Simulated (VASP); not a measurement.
Here is a VASP 6.6.1 calculation.

Contents of INCAR:

```
SYSTEM = Ru
PREC = Accurate
ENCUT = 560
EDIFF = 1E-6
ISMEAR = -1
SIGMA = 0.1
LREAL = .FALSE.
LASPH = .TRUE.
NELM = 120
ALGO = Normal
ISIF = 2
LWAVE = .FALSE.
LCHARG = .FALSE.
NBANDS = 14
GGA_COMPAT = .FALSE.
```

The input KPOINTS:

```
regular mesh
0
G
  16 16 16
  0 0 0
```

Contents of POSCAR:

```
Ru
1.0
    0.0000000000      1.8483757448      1.8483757448
    1.8483757448      0.0000000000      1.8483757448
    1.8483757448      1.8483757448      0.0000000000
Ru
1
Direct
    0.0000000000      0.0000000000      0.0000000000
```

Potentials or basis: VASP PAW LDA potentials, release 64 (Ru_sv).

Command:

```console
$ cat potpaw_LDA.64/Ru_sv/POTCAR > POTCAR
$ mpirun -np 1 vasp_std > vasp.out
```

(1) Estimate the band gap on the k mesh.

(2) What does it give for the pressure?

Answers

(1) zero (bands 8 and 9 overlap by 4.08 eV).

(2) 16.6 GPa.

Caveat: the cell stands under pressure.
